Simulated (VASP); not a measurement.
# CdS (Hawleyite) in VASP: further runs

The runs below take CdS (Hawleyite) through single point, with PBEsol.

Everything below comes from runs of VASP 6.6.1. Logs are shortened: lines on timing, memory, paths and dates and some standing lists are left out, and cuts for length are marked.

## (1) The cell of the first run

The structure is tetragonal, space group I-4m2 (No. 119). The conventional cell has a = 4.119 Å, b = 4.119 Å, c = 5.795 Å, α = 90.00°, β = 90.00°, γ = 90.00°. Within 3.3 Å of Cd (site symmetry -4m2) lie 4 S at 2.52 Å. S (site symmetry -4m2) has 4 Cd at 2.52 Å within 3.3 Å.

## (2) Single point, PBEsol, non-collinear spin, zero start, spin-orbit coupling (z stretched by -0.5 %, x and y held)

The input, INCAR:

```
SYSTEM = CdS
  PREC = Accurate
  ENCUT = 520
  EDIFF = 1E-6
  ISMEAR = 0
  SIGMA = 0.01
  LREAL = .False.
  LASPH = .True.
  NELM = 150
  ALGO = Normal
  ISIF = 2
  LWAVE = .False.
  LCHARG = .False.
  MAGMOM = 0 0 0 0 0 0
  LORBIT = 11
  LSORBIT = .True.
  GGA_COMPAT = .False.
  LORBMOM = .True.
  GGA = PS
  NBANDS = 30
```

The input, KPOINTS:

```
regular mesh
0
Gamma
  6 6 6
  0 0 0
```

The input, POSCAR:

```
CdS
1.0
    0.0000000000      2.9122833951      2.8977219781
    2.9122833951      0.0000000000      2.8977219781
    2.9122833951      2.9122833951      0.0000000000
Cd S
1 1
Direct
    0.0000000000      0.0000000000      0.0000000000
    0.7500000000      0.7500000000      0.7500000000
```

Potentials or basis: VASP PAW PBE potentials, release 64 (Cd, S).

On the command line:

```sh
cat potpaw_PBE.64/Cd/POTCAR potpaw_PBE.64/S/POTCAR > POTCAR
mpirun -np 1 vasp_ncl > vasp.out
```

OUTCAR:

```text
SYSTEM = CdS
   PREC = Accurate
   ENCUT = 520
   EDIFF = 1E-6
   ISMEAR = 0
   LREAL = .False.
   LASPH = .True.
   NELM = 150
   ISIF = 2
   LORBIT = 11
   LSORBIT = .True.
   GGA = PS

 ion  position               nearest neighbor table
   1  0.000  0.000  0.000-   2 2.52   2 2.52   2 2.52   2 2.52
   2  0.750  0.750  0.750-   1 2.52   1 2.52   1 2.52   1 2.52

  LATTYP: Found a body centered tetragonal cell.
 ALAT       =     4.1185906748
 C/A-ratio  =     1.4071424945

  Lattice vectors:

 A1 = (   0.0000000000,  -2.9122833951,  -2.8977219781)
 A2 = (   0.0000000000,   2.9122833951,  -2.8977219781)
 A3 = (   2.9122833951,   0.0000000000,   2.8977219781)

Analysis of symmetry for initial positions (statically):
=====================================================================
 Subroutine PRICEL returns:
 Original cell was already a primitive cell.

 Routine SETGRP: Setting up the symmetry group for a
 body centered tetragonal supercell.

 Subroutine GETGRP returns: Found  8 space group operations
 (whereof  8 operations were pure point group operations)
 out of a pool of 16 trial point group operations.

The static configuration has the point symmetry D_2d.

Analysis of symmetry for dynamics (positions and initial velocities):
=====================================================================
 Subroutine PRICEL returns:
 Original cell was already a primitive cell.

 Routine SETGRP: Setting up the symmetry group for a
 body centered tetragonal supercell.

 Subroutine GETGRP returns: Found  8 space group operations
 (whereof  8 operations were pure point group operations)
 out of a pool of 16 trial point group operations.

The dynamic configuration has the point symmetry D_2d.

Analysis of structural, dynamic, and magnetic symmetry:
=====================================================================
 Subroutine PRICEL returns:
 Original cell was already a primitive cell.

 Routine SETGRP: Setting up the symmetry group for a
 body centered tetragonal supercell.

 Subroutine GETGRP returns: Found  8 space group operations
 (whereof  8 operations were pure point group operations)
 out of a pool of 16 trial point group operations.

The overall configuration has the point symmetry D_2d.

 Subroutine INISYM returns: Found  8 space group operations
 (whereof  8 operations are pure point group operations),
 and found     1 'primitive' translations

----------------------------------------------------------------------------------------

                                     Primitive cell

  volume of cell :      49.1534

  direct lattice vectors                    reciprocal lattice vectors
     0.000000000  2.912283395  2.897721978    -0.171686588  0.171686588  0.172549335
     2.912283395  0.000000000  2.897721978     0.171686588 -0.171686588  0.172549335
     2.912283395  2.912283395  0.000000000     0.171686588  0.171686588 -0.172549335

  length of vectors
     4.108307101  4.108307101  4.118590675     0.297868834  0.297868834  0.297868834

  position of ions in fractional coordinates (direct lattice)
     0.000000000  0.000000000  0.000000000
     0.750000000  0.750000000  0.750000000

  ion indices of the primitive-cell ions
   primitive index   ion index
                 1           1
                 2           2

----------------------------------------------------------------------------------------

 KPOINTS: regular mesh

Automatic generation of k-mesh.
 Grid dimensions read from file:
 generate k-points for:    6    6    6

 Generating k-lattice:

  Cartesian coordinates                     Fractional coordinates (reciprocal lattice)
    -0.028614431  0.028614431  0.028758222     0.166666667  0.000000000  0.000000000
[... 89 lines left out ...]
   LRPA    =     F    only Hartree local field effects (RPA)
 Gauss-broadening in eV      SIGMA  =   0.01
  energy-cutoff  :      520.00
  volume of cell :       49.15
 maximum number of plane-waves:      2726
 NGX is ok and might be reduce to    32
   NGX = 15   NGY = 15   NGZ = 15

 number of electron      18.0000000 magnetization       0.0000000      0.0000000      0.0000000

 number of electron      18.0000003 magnetization       0.0000000     -0.0000000      0.0000000

 number of electron      18.0000003 magnetization      -0.0000000      0.0000000     -0.0000000

 Free energy of the ion-electron system (eV)
  ---------------------------------------------------
  ext. energy  EPLUGINS =         0.00000000
  ---------------------------------------------------
  free energy    TOTEN  =        -6.83951581 eV

  energy without entropy =       -6.83951581  energy(sigma->0) =       -6.83951581

 E-fermi :   1.4243     XC(G=0):  -9.4217

 val. band max:        1.3151967063   @ k =   0.0000   0.0000   0.0000
 cond. band min:       2.3209389669   @ k =   0.0000   0.0000   0.0000
 fundamental gap:      1.0057422606
 Fermi energy:         1.4243212186

 k-point     1 :       0.0000    0.0000    0.0000
  band No.  band energies     occupation
      1     -11.1492      1.00000
      2     -11.1492      1.00000
      3      -6.7288      1.00000
      4      -6.7288      1.00000
      5      -6.7275      1.00000
      6      -6.7275      1.00000
[... 781 lines left out ...]
     29      13.8619      0.00000
     30      13.8718      0.00000

 [... further k-points ...]
[... 5 lines left out ...]
  --------------------------------------------------------------------------------------
  -------------------------------------------------------------------------------------
  Total        0.1974618      0.1974618      0.2257992      0.0000000      0.0000000      0.0000000
  in kB        6.4363507      6.4363507      7.3600202      0.0000000      0.0000000      0.0000000
  external PRESSURE =       6.7442406 kB  Pullay stress =       0.0000000 kB

 VOLUME and BASIS-vectors are now :
 -----------------------------------------------------------------------------
  energy-cutoff  :      520.00
  volume of cell :       49.15
      direct lattice vectors                 reciprocal lattice vectors
     0.000000000  2.912283395  2.897721978    -0.171686588  0.171686588  0.172549335
     2.912283395  0.000000000  2.897721978     0.171686588 -0.171686588  0.172549335
     2.912283395  2.912283395  0.000000000     0.171686588  0.171686588 -0.172549335

 POSITION                                       TOTAL-FORCE (eV/Angst)
 -----------------------------------------------------------------------------------
      0.00000      0.00000      0.00000         0.000000      0.000000      0.000000
      4.36843      4.36843      4.34658        -0.000000     -0.000000     -0.000000
 -----------------------------------------------------------------------------------
    total drift:                               -0.000000     -0.000000     -0.000000

  FREE ENERGIE OF THE ION-ELECTRON SYSTEM (eV)
  ---------------------------------------------------
  free  energy   TOTEN  =        -6.8395158123 eV

  energy  without entropy=       -6.8395158123  energy(sigma->0) =       -6.83951581

 orbital moment (x)

 # of ion     p       d       tot
 ----------------------------------------
  1         0.000  -0.000  -0.000
  2         0.000   0.000   0.000
 ----------------------------------------
            0.000  -0.000  -0.000

 orbital moment (y)

 # of ion     p       d       tot
 ----------------------------------------
  1        -0.000   0.000   0.000
  2        -0.000   0.000  -0.000
 ----------------------------------------
           -0.000   0.000   0.000

 orbital moment (z)

 # of ion     p       d       tot
 ----------------------------------------
  1         0.000   0.000   0.000
  2         0.000   0.000   0.000
 ----------------------------------------
            0.000   0.000   0.000

 Spin-Orbit-Coupling matrix elements

 Ion:    1  E_soc:     -0.0578294
 l=   1
     0.0000000    -0.0025704    -0.0025741
    -0.0025704     0.0000000    -0.0025704
    -0.0025741    -0.0025704     0.0000000
 l=   2
     0.0000000    -0.0014432     0.0000000    -0.0014432    -0.0056234
    -0.0014432     0.0000000    -0.0042176    -0.0014429    -0.0014060
     0.0000000    -0.0042176     0.0000000    -0.0042176     0.0000000
    -0.0014432    -0.0014429    -0.0042176     0.0000000    -0.0014060
    -0.0056234    -0.0014060     0.0000000    -0.0014060     0.0000000
 l=   3
     0.0000000     0.0000000     0.0000000     0.0000000     0.0000000     0.0000000     0.0000000
     0.0000000     0.0000000     0.0000000     0.0000000     0.0000000     0.0000000     0.0000000
     0.0000000     0.0000000     0.0000000     0.0000000     0.0000000     0.0000000     0.0000000
     0.0000000     0.0000000     0.0000000     0.0000000     0.0000000     0.0000000     0.0000000
     0.0000000     0.0000000     0.0000000     0.0000000     0.0000000     0.0000000     0.0000000
     0.0000000     0.0000000     0.0000000     0.0000000     0.0000000     0.0000000     0.0000000
     0.0000000     0.0000000     0.0000000     0.0000000     0.0000000     0.0000000     0.0000000

 Ion:    2  E_soc:     -0.0021269
 l=   1
     0.0000000    -0.0003546    -0.0003542
    -0.0003546     0.0000000    -0.0003546
    -0.0003542    -0.0003546     0.0000000
 l=   2
     0.0000000     0.0000000     0.0000000     0.0000000     0.0000000
     0.0000000     0.0000000     0.0000000     0.0000000     0.0000000
     0.0000000     0.0000000     0.0000000     0.0000000     0.0000000
     0.0000000     0.0000000     0.0000000     0.0000000     0.0000000
     0.0000000     0.0000000     0.0000000     0.0000000     0.0000000
 l=   3
     0.0000000     0.0000000     0.0000000     0.0000000     0.0000000     0.0000000     0.0000000
     0.0000000     0.0000000     0.0000000     0.0000000     0.0000000     0.0000000     0.0000000
     0.0000000     0.0000000     0.0000000     0.0000000     0.0000000     0.0000000     0.0000000
     0.0000000     0.0000000     0.0000000     0.0000000     0.0000000     0.0000000     0.0000000
     0.0000000     0.0000000     0.0000000     0.0000000     0.0000000     0.0000000     0.0000000
     0.0000000     0.0000000     0.0000000     0.0000000     0.0000000     0.0000000     0.0000000
     0.0000000     0.0000000     0.0000000     0.0000000     0.0000000     0.0000000     0.0000000

 total charge

# of ion       s       p       d       tot
------------------------------------------
    1        0.433   0.338   9.560  10.331
    2        1.317   2.379   0.000   3.696
--------------------------------------------------
tot          1.750   2.718   9.560  14.028

 magnetization (x)

# of ion       s       p       d       tot
------------------------------------------
    1        0.000   0.000   0.000   0.000
    2       -0.000   0.000   0.000   0.000
--------------------------------------------------
tot         -0.000   0.000   0.000   0.000

 magnetization (y)

# of ion       s       p       d       tot
------------------------------------------
    1        0.000  -0.000   0.000  -0.000
    2        0.000  -0.000   0.000  -0.000
--------------------------------------------------
tot          0.000  -0.000   0.000  -0.000

 magnetization (z)

# of ion       s       p       d       tot
------------------------------------------
    1       -0.000  -0.000   0.000  -0.000
    2        0.000  -0.000   0.000  -0.000
--------------------------------------------------
tot         -0.000  -0.000   0.000  -0.000
```

Run time: 56 s. Hardware: 1 thread of Intel Xeon 6975P-C (Granite Rapids), shared host; peak memory 0.35 GiB.

Results:

```yaml
Free_energy: -6.8395 eV
Pressure: 0.7 GPa
Net_moment: 0.00 μB per cell
Valence_electrons_inside_the_program's_atomic_spheres: Cd 10.33; S 3.70
```

Stress tensor (GPa, compression positive):
```
0.64 0.00 0.00
0.00 0.64 0.00
0.00 0.00 0.74
```

Moments on the atoms (μB; x, y, z):
```
Cd  0.00 0.00 0.00
S   0.00 0.00 0.00
```

Caveat: the cell differs from its parent crystal (z stretched by -0.5 %, x and y held); the PAW data sets were made with another functional, which shifts forces and pressure a little.

(Continued in part 2 of 2.)
